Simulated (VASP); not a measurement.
Runs of VASP 6.6.1 on Cd. The structure is that of space group Fd-3m (No. 227), or close to it. The cells are those of the table. This isn't the form of Cd at room conditions, which is hcp.

```csv
task,cell,k mesh,cutoff (eV),gap on the mesh (eV),pressure (GPa)
single point,"a = 4.998 Å, angles 60.0°, 2 atoms",9 × 9 × 9,520,none,-0.2
single point,"a = 4.933 Å, angles 60.0°, 2 atoms",13 × 13 × 13,520,none,0.0
single point,"a = 4.933 Å, angles 60.0°, 2 atoms",9 × 9 × 9,520,none,0.1
single point,"a = 4.866 Å, angles 60.0°, 2 atoms",9 × 9 × 9,520,none,(b)
single point,"a = 4.727 Å, angles 60.0°, 2 atoms",9 × 9 × 9,520,none,1.5
single point,"a = 4.798 Å, angles 60.0°, 2 atoms",9 × 9 × 9,520,none,(a)
relaxation of cell and atoms,"relaxed from a = 4.352 Å, angles 60.0°, 2 atoms",9 × 9 × 9,600,none,0.0
single point,"a = 5.061 Å, angles 60.0°, 2 atoms",9 × 9 × 9,520,none,-0.3
single point,"a = 5.123 Å, angles 60.0°, 2 atoms",9 × 9 × 9,520,none,-0.4
```

Alike in all rows: level RPBE; potentials or basis VASP PAW PBE potentials, release 64 (Cd); no spin polarisation; smearing fermi-dirac 0.1 eV.

Question: Fill in the values left out.

Answer: (a) 0.9; (b) 0.4.

Caveats: the PAW data sets were made with another functional, which shifts forces and pressure a little.

A k mesh can miss the band edges, and the runs leave out spin-orbit coupling on Cd.

A gap of «none» marks levels without a gap at the run's occupations.
